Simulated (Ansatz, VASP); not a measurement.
**Two plane-wave programs on KZrCl4**

Contents of INCAR:

```
PREC     = Accurate       # precision mode
ENCUT    = 520            # plane-wave cutoff, eV
EDIFF    = 1E-6           # SCF threshold, eV
ISMEAR   = 0              # smearing method
SIGMA    = 0.1            # smearing width, eV
LREAL    = F              # projectors in reciprocal space
LASPH    = T              # aspherical terms in the spheres
NELM     = 80             # most SCF steps
ALGO     = Normal         # electronic algorithm
ISIF     = 2              # what is computed and relaxed
LWAVE    = F              # write WAVECAR
LCHARG   = F              # write CHGCAR
GGA      = PE             # functional
NBANDS   = 34             # bands
```

The input KPOINTS:

```
regular mesh
0
Gamma
  4 4 4
```

Contents of POSCAR:

```
KZrCl4
1.0
    0.0000000000      4.4976606300      4.4976606300
    4.4976606300      0.0000000000      4.4976606300
    4.4976606300      4.4976606300      0.0000000000
K Zr Cl
1 1 4
Direct
    0.7500000000      0.7500000000      0.7500000000
    0.0000000000      0.0000000000      0.0000000000
    0.8753639800      0.3748786700      0.3748786700
    0.3748786700      0.3748786700      0.3748786700
    0.3748786700      0.8753639800      0.3748786700
    0.3748786700      0.3748786700      0.8753639800
```

Input for Ansatz:

```yaml
crystal:
  lattice:
    - [0.0, 4.49766063, 4.49766063]
    - [4.49766063, 0.0, 4.49766063]
    - [4.49766063, 4.49766063, 0.0]
  atoms:
    - { symbol: K, position: [0.75, 0.75, 0.75] }
    - { symbol: Zr, position: [0.0, 0.0, 0.0] }
    - { symbol: Cl, position: [0.87536398, 0.37487867, 0.37487867] }
    - { symbol: Cl, position: [0.37487867, 0.37487867, 0.37487867] }
    - { symbol: Cl, position: [0.37487867, 0.87536398, 0.37487867] }
    - { symbol: Cl, position: [0.37487867, 0.37487867, 0.87536398] }
basis:
  ecutwfc: 420
kpoints:
  mp_grid: { grid: [4, 4, 4] }
hamiltonian:
  xc: pbe
scf:
  occupations: { method: gaussian, width: 0.1 }
  lower_state_search: "off"
output:
  forces: true
  stress: true
  eigenvalues: true
```

Change from the starting cell: species swapped into the LaLuAl4 type (F-43m, No. 216).

Alike in both runs: task single point; functional PBE; k mesh 4 × 4 × 4; occupations gaussian, width 0.1 eV; no spin polarisation.

|  | VASP | Ansatz |
| --- | --- | --- |
| version | VASP 6.6.1 | Ansatz 0.2.0 |
| potentials or method | VASP PAW PBE potentials, release 64 (K_sv, Zr_sv, Cl), cutoff 520 eV | scalar-relativistic, plane waves, PAW |
| valence electrons in the cell | 49 | 49 |

VASP gave:

* gap on the k mesh at the Fermi level (eV): none
* pressure (GPa): -4.0
* rms of the force components (eV/Å): 0.030

Q: What did Ansatz give for the same quantities?

A: gap on the k mesh at the Fermi level (eV): none; pressure (GPa): -3.9; rms of the force components (eV/Å): 0.030.

Atom by atom the forces differ by 0.000 eV/Å (rms over components). A gap of «none» marks a metal or a gap that the smearing closes. The functional is the same, so the differences come from potentials, cutoffs and numerics.
